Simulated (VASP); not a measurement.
Wanted: the native input for a VASP 6.6.1 run.

* Task: relaxation of cell and atoms
* Functional: BLYP
* Potentials or basis: VASP PAW PBE potentials, release 64 (Pd)
* Cutoff: 600 eV
* k mesh: 10 × 10 × 10
* Occupations: fermi-dirac, width 0.1 eV
* Spin: no spin polarisation
* Dipole correction: no
* Further INCAR settings: ALGO = Normal; EDIFF = 1e-06; IBRION = 2; EDIFFG = -0.01; NSW = 80; ISIF = 3

The structure of Pd lies in POSCAR:

```
Pd
1.0
    0.0000000000      2.7082278367      2.7082278367
    2.7082278367      0.0000000000      2.7082278367
    2.7082278367      2.7082278367      0.0000000000
Pd
2
Direct
    0.1250000000      0.1250000000      0.1250000000
    0.8750000000      0.8750000000      0.8750000000
```

These files were run (other wordings do the same):

INCAR

```
AGGAC = 1.0
AGGAX = 1.0
ALDAC = 0.0
ALDAX = 1.0
ALGO = Normal
EDIFF = 1E-6
EDIFFG = -0.01
ENCUT = 600
GGA = B5
IBRION = 2
ISIF = 3
ISMEAR = -1
LASPH = True
LCHARG = False
LREAL = False
LWAVE = False
NELM = 100
NSW = 80
PREC = Accurate
SIGMA = 0.1
```

KPOINTS

```
k-points
0
Gamma
  10 10 10
```

Potentials or basis: VASP PAW PBE potentials, release 64 (Pd).

Run with:

```sh
$ cat potpaw_PBE.64/Pd/POTCAR > POTCAR
$ mpirun -np 1 vasp_std > vasp.out
```

It gave:

```yaml
Relaxed_volume: 26.14 Å³/atom
Relaxed_cell: a = 4.197 Å, b = 4.197 Å, c = 4.197 Å, α = 60.00°, β = 60.00°, γ = 60.00°
Space_group_after_relaxing_to_0.05_Å: Fd-3m (No. 227)
Energy_gained_by_relaxing: 457.0 meV/atom
Ionic_steps: 19
Pressure_after_relaxing: 0.0 GPa
Band_gap_on_the_k_mesh: zero (band 10 reaches 3.74 eV, above the bottom of band 11 at 3.42 eV)
```

Caveat: the volume moved by over 15 % at a fixed basis, so the end points are rough; the PAW data sets were made with another functional, which shifts forces and pressure a little.

Wall time 3.4 min on 1 thread of AMD EPYC 9R45 96-Core Processor (Zen 5), on a shared host, peak memory 0.17 GiB.
